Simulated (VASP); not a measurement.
Runs of VASP 6.6.1 on TaN. The structure is that of space group P6_3/mmc (No. 194), or close to it. The cells are those of the table. 

```tsv
cell	k mesh	gap on the mesh (eV)	pressure (GPa)
a = 2.917, b = 2.917, c = 5.915 Å, angles 90.0, 90.0, 120.0°, 4 atoms	18 × 18 × 8	none	0.7
a = 2.900, b = 2.900, c = 6.151 Å, angles 90.0, 90.0, 120.0°, 4 atoms	24 × 24 × 10	none	-8.7
a = 2.873, b = 2.873, c = 6.270 Å, angles 90.0, 90.0, 120.0°, 4 atoms	24 × 24 × 10	none	-8.8
a = 2.929, b = 2.929, c = 5.797 Å, angles 90.0, 90.0, 120.0°, 4 atoms	24 × 24 × 10	none	5.8
a = 3.018, b = 3.018, c = 6.078 Å, angles 90.0, 90.0, 120.0°, 4 atoms	18 × 18 × 8	none	-24.8
a = 2.820, b = 2.820, c = 5.761 Å, angles 90.0, 90.0, 120.0°, 4 atoms	18 × 18 × 8	none	(b)
a = 2.885, b = 2.885, c = 5.864 Å, angles 90.0, 90.0, 120.0°, 4 atoms	18 × 18 × 8	none	(a)
a = 2.948, b = 2.948, c = 5.965 Å, angles 90.0, 90.0, 120.0°, 4 atoms	18 × 18 × 8	none	-8.4
```

Alike in all rows: task single point; level PBE; potentials or basis VASP PAW PBE potentials, release 64 (Ta_pv, N); no spin polarisation; cutoff (eV) 520; smearing gaussian 0.1 eV.

**Question.** Estimate the missing entries.

**Answer.** (a) 11.4; (b) 38.8.

Caveats: spin-orbit coupling is left out, which moves the levels of the heavy elements.

A k mesh can miss the band edges, and the runs leave out spin-orbit coupling on Ta.

A gap of «none» marks levels without a gap at the run's occupations.
